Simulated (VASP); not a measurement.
# Ag (Pm-3n) in VASP: further runs

Ag is run at these levels: revPBE; tasks: single point, relaxation of cell and atoms.

Program: VASP 6.6.1. These are calculated values, not measurements. Logs are shortened: lines on timing, memory, paths and dates and some standing lists are left out, and cuts for length are marked.

**1. The cell of the first run**

The structure is cubic, space group Pm-3n (No. 223). The conventional cell has a = 5.341 Å, b = 5.341 Å, c = 5.341 Å, α = 90.00°, β = 90.00°, γ = 90.00°. Within 3.9 Å of Ag (site symmetry m-3) lie 12 Ag at 2.99 Å. Within 3.5 Å of Ag (site symmetry -4m2) lie 14 Ag at 2.67 to 3.27 Å.

**2. Single point, revPBE**

Input file INCAR:

```
SYSTEM = Ag
ALGO = Normal
EDIFF = 1E-7
ENCUT = 520
GGA = RE
ISIF = 2
ISMEAR = -1
LASPH = .TRUE.
LCHARG = .FALSE.
LREAL = .FALSE.
LWAVE = .FALSE.
NBANDS = 54
NELM = 80
PREC = Accurate
SIGMA = 0.1
```

Input file KPOINTS:

```
k-points
0
G
  5 5 5
  0 0 0
```

Input file POSCAR:

```
Ag
1.0
    5.3409883276      0.0000000000      0.0000000000
    0.0000000000      5.3409883276      0.0000000000
    0.0000000000      0.0000000000      5.3409883276
Ag
8
Direct
    1.0000000000      1.0000000000      0.0000000000
    0.5000000000      0.5000000000      0.5000000000
    0.2500000000      1.0000000000      0.5000000000
    0.7500000000      0.0000000000      0.5000000000
    0.5000000000      0.2500000000      0.0000000000
    0.5000000000      0.7500000000      1.0000000000
    1.0000000000      0.5000000000      0.2500000000
    1.0000000000      0.5000000000      0.7500000000
```

Potentials or basis: VASP PAW PBE potentials, release 64 (Ag).

On the command line:

```console
> cat potpaw_PBE.64/Ag/POTCAR > POTCAR
> mpirun -np 1 vasp_std > vasp.out
```

OUTCAR:

```text
SYSTEM = Ag
   EDIFF = 1E-7
   ENCUT = 520
   GGA = RE
   ISIF = 2
   ISMEAR = -1
   LASPH = .TRUE.
   LREAL = .FALSE.
   NELM = 80
   PREC = Accurate

 ion  position               nearest neighbor table
   1  0.000  0.000  0.000-   3 2.99   4 2.99   5 2.99   6 2.99   7 2.99   8 2.99   3 2.99   4 2.99
                             7 2.99   8 2.99   5 2.99   6 2.99
   2  0.500  0.500  0.500-   3 2.99   4 2.99   5 2.99   6 2.99   7 2.99   8 2.99   5 2.99   6 2.99
                             3 2.99   4 2.99   7 2.99   8 2.99
   3  0.250  0.000  0.500-   4 2.67   4 2.67   1 2.99   1 2.99   2 2.99   2 2.99   8 3.27   5 3.27
                             5 3.27   6 3.27   6 3.27   7 3.27   8 3.27   7 3.27
   4  0.750  0.000  0.500-   3 2.67   3 2.67   1 2.99   1 2.99   2 2.99   2 2.99   8 3.27   5 3.27
                             5 3.27   6 3.27   6 3.27   7 3.27   8 3.27   7 3.27
   5  0.500  0.250  0.000-   6 2.67   6 2.67   1 2.99   2 2.99   2 2.99   1 2.99   8 3.27   4 3.27
                             3 3.27   4 3.27   3 3.27   7 3.27   7 3.27   8 3.27
   6  0.500  0.750  0.000-   5 2.67   5 2.67   1 2.99   2 2.99   2 2.99   1 2.99   8 3.27   4 3.27
                             3 3.27   4 3.27   3 3.27   7 3.27   7 3.27   8 3.27
   7  0.000  0.500  0.250-   8 2.67   8 2.67   1 2.99   2 2.99   1 2.99   2 2.99   3 3.27   4 3.27
                             5 3.27   3 3.27   4 3.27   6 3.27   5 3.27   6 3.27
   8  0.000  0.500  0.750-   7 2.67   7 2.67   1 2.99   2 2.99   1 2.99   2 2.99   3 3.27   4 3.27
                             5 3.27   3 3.27   4 3.27   6 3.27   5 3.27   6 3.27

  LATTYP: Found a simple cubic cell.
 ALAT       =     5.3409883276

  Lattice vectors:

 A1 = (   5.3409883276,   0.0000000000,   0.0000000000)
 A2 = (   0.0000000000,   5.3409883276,   0.0000000000)
 A3 = (   0.0000000000,   0.0000000000,   5.3409883276)

Analysis of symmetry for initial positions (statically):
=====================================================================
 Subroutine PRICEL returns:
 Original cell was already a primitive cell.

 Routine SETGRP: Setting up the symmetry group for a
 simple cubic supercell.

 Subroutine GETGRP returns: Found 48 space group operations
 (whereof 24 operations were pure point group operations)
 out of a pool of 48 trial point group operations.

The static configuration has the point symmetry T_h .
 The point group associated with its full space group is O_h .

Analysis of symmetry for dynamics (positions and initial velocities):
=====================================================================
 Subroutine PRICEL returns:
 Original cell was already a primitive cell.

 Routine SETGRP: Setting up the symmetry group for a
 simple cubic supercell.

 Subroutine GETGRP returns: Found 48 space group operations
 (whereof 24 operations were pure point group operations)
 out of a pool of 48 trial point group operations.

The dynamic configuration has the point symmetry T_h .
 The point group associated with its full space group is O_h .

 Subroutine INISYM returns: Found 48 space group operations
 (whereof 24 operations are pure point group operations),
 and found     1 'primitive' translations

----------------------------------------------------------------------------------------

                                     Primitive cell

  volume of cell :     152.3579

  direct lattice vectors                    reciprocal lattice vectors
     5.340988328  0.000000000  0.000000000     0.187231265  0.000000000  0.000000000
     0.000000000  5.340988328  0.000000000     0.000000000  0.187231265  0.000000000
     0.000000000  0.000000000  5.340988328     0.000000000  0.000000000  0.187231265

  length of vectors
     5.340988328  5.340988328  5.340988328     0.187231265  0.187231265  0.187231265

  position of ions in fractional coordinates (direct lattice)
     0.000000000  0.000000000  0.000000000
     0.500000000  0.500000000  0.500000000
     0.250000000  0.000000000  0.500000000
     0.750000000  0.000000000  0.500000000
     0.500000000  0.250000000  0.000000000
     0.500000000  0.750000000  0.000000000
     0.000000000  0.500000000  0.250000000
     0.000000000  0.500000000  0.750000000

  ion indices of the primitive-cell ions
   primitive index   ion index
                 1           1
                 2           2
                 3           3
                 4           4
                 5           5
                 6           6
                 7           7
                 8           8

----------------------------------------------------------------------------------------

 KPOINTS: k-points

Automatic generation of k-mesh.
 Grid dimensions read from file:
 generate k-points for:    5    5    5

 Generating k-lattice:

  Cartesian coordinates                     Fractional coordinates (reciprocal lattice)
     0.037446253  0.000000000  0.000000000     0.200000000  0.000000000  0.000000000
     0.000000000  0.037446253  0.000000000     0.000000000  0.200000000  0.000000000
     0.000000000  0.000000000  0.037446253     0.000000000  0.000000000  0.200000000

  Length of vectors
     0.037446253  0.037446253  0.037446253

  Shift w.r.t. Gamma in fractional coordinates (k-lattice)
     0.000000000  0.000000000  0.000000000

 Subroutine IBZKPT returns following result:
 ===========================================

 Found     10 irreducible k-points:

 Following reciprocal coordinates:
            Coordinates               Weight
  0.000000  0.000000  0.000000      1.000000
  0.200000  0.000000  0.000000      6.000000
  0.400000  0.000000  0.000000      6.000000
  0.200000  0.200000  0.000000     12.000000
  0.400000  0.200000  0.000000     24.000000
  0.400000  0.400000  0.000000     12.000000
  0.200000  0.200000  0.200000      8.000000
  0.400000  0.200000  0.200000     24.000000
  0.400000  0.400000  0.200000     24.000000
  0.400000  0.400000  0.400000      8.000000
   k-points           NKPTS =     10   k-points in BZ     NKDIM =     10   number of bands    NBANDS=     54
   number of dos      NEDOS =    301   number of ions     NIONS =      8
   total plane-waves  NPLWV =  64000
   dimension x,y,z NGX =    40 NGY =   40 NGZ =   40
   dimension x,y,z NGXF=    80 NGYF=   80 NGZF=   80
   ions per type =               8
   NGX,Y,Z   is equivalent  to a cutoff of  12.45, 12.45, 12.45 a.u.
   NGXF,Y,Z  is equivalent  to a cutoff of  24.90, 24.90, 24.90 a.u.
 SYSTEM =  Ag
   PREC   = accura    normal or accurate (medium, high low for compatibility)
   ISTART =      0    job   : 0-new  1-cont  2-samecut
   ICHARG =      2    charge: 1-file 2-atom 10-const
   ISPIN  =      1    spin polarized calculation?
   LNONCOLLINEAR =      F non collinear calculations
   LSORBIT =      F    spin-orbit coupling
   LASPH  =      T    aspherical Exc in radial PAW
   ENCUT  =  520.0 eV  38.22 Ry    6.18 a.u.   9.93  9.93  9.93*2*pi/ulx,y,z
   NELM   =     80;   NELMIN=  2; NELMDL= -5     # of ELM steps
   EDIFF  = 0.1E-06   stopping-criterion for ELM
   LREAL  =      F    real-space projection
   EDIFFG = 0.1E-05   stopping-criterion for IOM
   NSW    =      0    number of steps for IOM
   IBRION =     -1    ionic relax: 0-MD 1-quasi-New 2-CG
   NFREE  =      0    steps in history (QN), initial steepest desc. (CG)
   ISIF   =      2    stress and relaxation
   ISYM   =      2    0-nonsym 1-usesym 2-fastsym
   POTIM  = 0.5000    time-step for ionic-motion
   TEBEG  =    0.0;   TEEND  =   0.0 temperature during run
   PSTRESS=    0.0 pullay stress
   NELECT =      88.0000    total number of electrons
   NUPDOWN=      -1.0000    fix difference up-down
   EMIN   =  10.00;   EMAX   =-10.00  energy-range for DOS
   EFERMI =   0.00;   METHOD = LEGACY
   ISMEAR =    -1;   SIGMA  =   0.10  broadening in eV -4-tet -1-fermi 0-gaus
   EFERMI_NEDOS =   21; number of points for ismear=-14 and -15
   IALGO  =     38    algorithm
   IMIX   =      4    mixing-type and parameters
     AMIX     =   0.40;   BMIX     =  1.00
     AMIX_MAG =   1.60;   BMIX_MAG =  1.00
  volume/ion in A,a.u.               =      19.04       128.52
  Fermi-wavevector in a.u.,A,eV,Ry     =   1.363371  2.576398 25.290249  1.858781
  Thomas-Fermi vector in A             =   2.489780
   LORBIT       =      0    0 simple, 1 ext, 2 COOP (PROOUT), +10 PAW based schemes
   GGA     = RE    functional components
   LHFCALC =     F    Hartree Fock is set to
   AEXX    =    0.0000 exact exchange contribution
   IVDW    =     0    specifies the selected vdW correction
   LEPSILON=     F    determine dielectric tensor
   LRPA    =     F    only Hartree local field effects (RPA)
 non-spin polarized calculation
  energy-cutoff  :      520.00
  volume of cell :      152.36
 maximum number of plane-waves:      4111
 NGX is ok and might be reduce to    40
   NGX = 19   NGY = 19   NGZ = 19

 number of electron      87.9999921 magnetization

 Free energy of the ion-electron system (eV)
  ---------------------------------------------------
  ext. energy  EPLUGINS =         0.00000000
  ---------------------------------------------------
  free energy    TOTEN  =       -17.78573702 eV

  energy without entropy =      -17.71590567  energy(sigma->0) =      -17.75082134

 E-fermi :   7.2873     XC(G=0): -11.4453

 val. band max:        7.1361971595   @ k =   0.0000   0.0000   0.0000
 cond. band min:       7.3421689455   @ k =   0.4000   0.2000   0.0000
 fundamental gap:      0.2059717859
 Fermi energy:         7.2872928665

 k-point     1 :       0.0000    0.0000    0.0000
  band No.  band energies     occupation
      1       0.0979      2.00000
      2       1.0964      2.00000
      3       1.0964      2.00000
      4       1.5712      2.00000
      5       1.7314      2.00000
      6       1.7314      2.00000
[... 46 lines left out ...]
     53      13.4785      0.00000
     54      13.8197      0.00000
[... 511 lines left out ...]
     53      16.0693      0.00000
     54      16.1967      0.00000

------------------------ aborting loop because EDIFF is reached ----------------------------------------

  FORCE on cell =-STRESS in cart. coord.  units (eV):
  Direction    XX          YY          ZZ          XY          YZ          ZX
  --------------------------------------------------------------------------------------
  -------------------------------------------------------------------------------------
  Total       -0.0706784     -0.0706784     -0.0706784     -0.0000000      0.0000000     -0.0000000
  in kB       -0.7432454     -0.7432454     -0.7432454     -0.0000000      0.0000000     -0.0000000
  external PRESSURE =      -0.7432454 kB  Pullay stress =       0.0000000 kB

 VOLUME and BASIS-vectors are now :
 -----------------------------------------------------------------------------
  energy-cutoff  :      520.00
  volume of cell :      152.36
      direct lattice vectors                 reciprocal lattice vectors
     5.340988328  0.000000000  0.000000000     0.187231265  0.000000000  0.000000000
     0.000000000  5.340988328  0.000000000     0.000000000  0.187231265  0.000000000
     0.000000000  0.000000000  5.340988328     0.000000000  0.000000000  0.187231265

 POSITION                                       TOTAL-FORCE (eV/Angst)
 -----------------------------------------------------------------------------------
      0.00000      0.00000      0.00000         0.000000      0.000000      0.000000
      2.67049      2.67049      2.67049         0.000000      0.000000      0.000000
      1.33525      0.00000      2.67049        -0.000000      0.000000      0.000000
      4.00574      0.00000      2.67049         0.000000     -0.000000     -0.000000
      2.67049      1.33525      0.00000        -0.000000     -0.000000      0.000000
      2.67049      4.00574      0.00000         0.000000      0.000000      0.000000
      0.00000      2.67049      1.33525         0.000000      0.000000      0.000000
      0.00000      2.67049      4.00574        -0.000000      0.000000     -0.000000
 -----------------------------------------------------------------------------------
    total drift:                               -0.000000     -0.000000      0.000000

  FREE ENERGIE OF THE ION-ELECTRON SYSTEM (eV)
  ---------------------------------------------------
  free  energy   TOTEN  =       -17.7857370189 eV

  energy  without entropy=      -17.7159056690  energy(sigma->0) =      -17.75082134
```

Run time: 1.7 min. Hardware: 1 thread of Intel Xeon 8259CL, shared host; peak memory 0.25 GiB.

Results:

- Free energy: -17.7857 eV
- Pressure: -0.1 GPa
- Band gap on the k mesh: zero (bands 44 and 45 overlap by 1.40 eV)

Levels at points of the mesh, in eV from the Fermi level:
| k point | band 42 | band 43 | band 44 | band 45 | band 46 | band 47 |
| --- | --- | --- | --- | --- | --- | --- |
| (0.00, 0.00, 0.00) | -0.15 | -0.15 | -0.15 | 0.74 | 0.74 | 0.82 |

Caveat: the PAW data sets were made with another functional, which shifts forces and pressure a little.

**3. Single point, revPBE**

Input file INCAR:

```
  PREC = Accurate
  ENCUT = 520
  EDIFF = 1E-7
  ISMEAR = -1
  SIGMA = 0.1
  LREAL = F
  LASPH = T
  NELM = 80
  ALGO = Normal
  ISIF = 2
  LWAVE = F
  LCHARG = F
  GGA = RE
  NBANDS = 54
```

Input file KPOINTS:

```
Automatic mesh
0
Gamma
  6 6 6
```

POSCAR is that of step 2.

Potentials or basis: VASP PAW PBE potentials, release 64 (Ag).

On the command line:

```console
> cat potpaw_PBE.64/Ag/POTCAR > POTCAR
> mpirun -np 1 vasp_std > vasp.out
```

Run time: 3.1 min. Hardware: 1 thread of Intel Xeon 8259CL, shared host; peak memory 0.29 GiB.

Results (log left out):

```
Free energy            : -17.7537 eV
Pressure               : 0.0 GPa
Band gap on the k mesh : zero (bands 44 and 45 overlap by 2.34 eV)
```

Levels at points of the mesh, in eV from the Fermi level:
```csv
k point,band 40,band 41,band 42,band 43,band 44,band 45,band 46,band 47,band 48,band 49
"(0.00, 0.00, 0.00)",-3.00,-3.00,-0.03,-0.03,-0.03,0.87,0.87,0.94,5.38,5.38
"(0.50, 0.00, 0.00)",-3.01,-2.68,-2.68,1.03,1.03,1.06,1.06,2.58,2.58,2.67
"(0.50, 0.50, 0.00)",-2.79,-2.66,-2.60,-2.44,-2.44,1.44,2.67,2.67,2.71,4.07
"(0.50, 0.50, 0.50)",-3.21,-1.31,-1.31,-1.31,-1.31,-1.31,-1.31,-1.06,-1.06,9.82
```

Caveat: the PAW data sets were made with another functional, which shifts forces and pressure a little.

**4. Relaxation of cell and atoms, revPBE**

This run uses another cell than the first one, of 17.06 Å³/atom.

Input file INCAR:

```
PREC = Accurate ; ENCUT = 600
EDIFF = 1E-6 ; ISMEAR = -1
SIGMA = 0.1 ; LREAL = F
LASPH = T ; NELM = 80
ALGO = Normal ; ISIF = 3
LWAVE = F ; LCHARG = F
GGA = RE ; IBRION = 2
NSW = 80 ; EDIFFG = -0.01
```

Input file KPOINTS:

```
regular mesh
0
Gamma
  5 5 5
```

Input file POSCAR:

```
Ag
1.0
    5.1482893941      0.0000000000      0.0000000000
    0.0000000000      5.1482893941      0.0000000000
    0.0000000000      0.0000000000      5.1482893941
Ag
8
Direct
    0.0000000000      0.0000000000      0.0000000000
    0.5000000000      0.5000000000      0.5000000000
    0.2500000000      0.0000000000      0.5000000000
    0.7500000000      0.0000000000      0.5000000000
    0.5000000000      0.2500000000      0.0000000000
    0.5000000000      0.7500000000      0.0000000000
    0.0000000000      0.5000000000      0.2500000000
    0.0000000000      0.5000000000      0.7500000000
```

On the command line:

```console
> cat potpaw_PBE.64/Ag/POTCAR > POTCAR
> mpirun -np 1 vasp_std > vasp.out
```

It took 4.9 min on 1 thread of Intel Xeon 8259CL, shared host; peak memory 0.29 GiB.

It converged, with:

```
Free energy                           : -17.7733 eV
Relaxed volume                        : 19.00 Å³/atom
Relaxed cell                          : a = 5.337 Å, b = 5.337 Å, c = 5.337 Å, α = 90.00°, β = 90.00°, γ = 90.00°
Space group after relaxing (to 0.1 Å) : Pm-3n (No. 223)
Energy gained by relaxing             : 58.5 meV/atom
Ionic steps                           : 3
Pressure after relaxing               : 0.0 GPa
Band gap on the k mesh                : zero (bands 44 and 45 overlap by 1.40 eV)
```

Step by step:
| step | energy change (eV) | largest force (eV/Å) | pressure (GPa) | volume (Å³) |
| --- | --- | --- | --- | --- |
| 1 | 0.0000 | 0.0000 | 10.85 | 136.45 |
| 2 | -0.3743 | 0.0000 | -3.33 | 160.55 |
| 3 | -0.4678 | 0.0000 | 0.05 | 152.03 |

Final structure:
```
Ag
1.0
     5.33711    0.00000    0.00000
     0.00000    5.33711    0.00000
     0.00000    0.00000    5.33711
Ag
8
Direct
  0.00000 0.00000 0.00000
  0.50000 0.50000 0.50000
  0.25000 0.00000 0.50000
  0.75000 0.00000 0.50000
  0.50000 0.25000 0.00000
  0.50000 0.75000 0.00000
  0.00000 0.50000 0.25000
  0.00000 0.50000 0.75000
```

Levels at points of the mesh, in eV from the Fermi level:
| k point | band 42 | band 43 | band 44 | band 45 | band 46 | band 47 |
| --- | --- | --- | --- | --- | --- | --- |
| (0.00, 0.00, 0.00) | -0.15 | -0.15 | -0.15 | 0.75 | 0.75 | 0.82 |

Caveat: the PAW data sets were made with another functional, which shifts forces and pressure a little.

**5. Overview**

```tsv
task	cell	k mesh	cutoff (eV)	gap on the mesh (eV)	pressure (GPa)
single point	a = 5.341 Å, 8 atoms	5 × 5 × 5	520	none	-0.1
single point	a = 5.341 Å, 8 atoms	6 × 6 × 6	520	none	0.0
relaxation of cell and atoms	relaxed from a = 5.148 Å, 8 atoms	5 × 5 × 5	600	none	0.0
```

Alike in all rows: level revPBE; potentials or basis VASP PAW PBE potentials, release 64 (Ag); no spin polarisation; smearing fermi-dirac 0.1 eV.

Caveats: the PAW data sets were made with another functional, which shifts forces and pressure a little.

Total energies depend on the potentials used, so only differences within one code and one set of settings carry meaning.

The gap in the log of VASP goes by the Fermi energy; the results here count the filled bands.